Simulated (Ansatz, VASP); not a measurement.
## NaH in VASP and in Ansatz

```
Na H
1.0
     3.31916   -0.02788    0.00000
    -1.68372    2.88842    0.00000
     0.00000    0.00000    5.83095
Na H
2 2
Direct
  0.00000 0.00000 0.00000
  0.00000 0.00000 0.50000
  0.33333 0.66667 0.25000
  0.66667 0.33333 0.75000
```

Change from the starting cell: shear_xy strain -1.7%.

Alike in both runs: task single point; functional r2SCAN; k mesh 12 × 12 × 4; no spin polarisation.

|  | VASP | Ansatz |
| --- | --- | --- |
| version | VASP 6.6.1 | Ansatz 0.2.0 |
| potentials or method | VASP PAW PBE potentials, release 64 (Na_pv, H) | plane waves, PAW |
| plane-wave cutoff (eV) | 520 | 500 |
| occupations | gaussian, width 0.01 eV | fixed |
| valence electrons in the cell | 16 | 20 |

|  | VASP | Ansatz | Ansatz less VASP |
| --- | --- | --- | --- |
| gap on the k mesh at the Fermi level (eV) | 4.01 | 3.99 | -0.020 |
| pressure (GPa) | -0.2 | 0.0 | +0.23 |
| traceless stress, the component that is largest in VASP (GPa) | 0.37 | 0.37 | -0.009 |

VASP's potentials were made for PBE, not for r2SCAN. VASP's potentials hold 16 valence electrons a cell and Ansatz's 20, so a difference there can come from the potentials and not from the codes.
